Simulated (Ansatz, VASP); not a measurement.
**Hf in VASP and in Ansatz**

```
Hf
1.0
     3.27878    0.00000    0.00000
    -1.63939    2.42897    0.00000
     0.00000    0.00000    5.37094
Hf
2
Direct
  0.33333 0.66667 0.25000
  0.66667 0.33333 0.75000
```

Change from the starting cell: strain +e along x and -e along y +0.0750, strain +e along z and -e/2 along x and y +0.0750.

Alike in both runs: task single point; functional PBEsol; k mesh 18 × 18 × 10; occupations gaussian, width 0.15 eV; no spin polarisation.

```csv
,VASP,Ansatz
version,VASP 6.6.1,Ansatz 0.2.0
potentials or method,"VASP PAW PBE potentials, release 64 (Hf_pv), cutoff 520 eV","scalar-relativistic, plane waves, PAW"
valence electrons in the cell,20,52
```

|  | VASP | Ansatz | Ansatz less VASP |
| --- | --- | --- | --- |
| gap on the k mesh at the Fermi level (eV) | none | none | - |
| pressure (GPa) | 1.2 | 1.5 | +0.30 |
| traceless stress, the component that is largest in VASP (GPa) | 13.44 | 13.36 | -0.075 |
| rms of the force components (eV/Å) | 0.181 | 0.181 | +0.0005 |

VASP's potentials were made for PBE, not for PBEsol. Atom by atom the forces differ by 0.001 eV/Å (rms over components). A gap of «none» marks a metal or a gap that the smearing closes. The functional is the same, so the differences come from potentials, cutoffs and numerics. VASP's potentials hold 20 valence electrons a cell and Ansatz's 52, so a difference there can come from the potentials and not from the codes.

Neither program's run includes spin-orbit coupling.
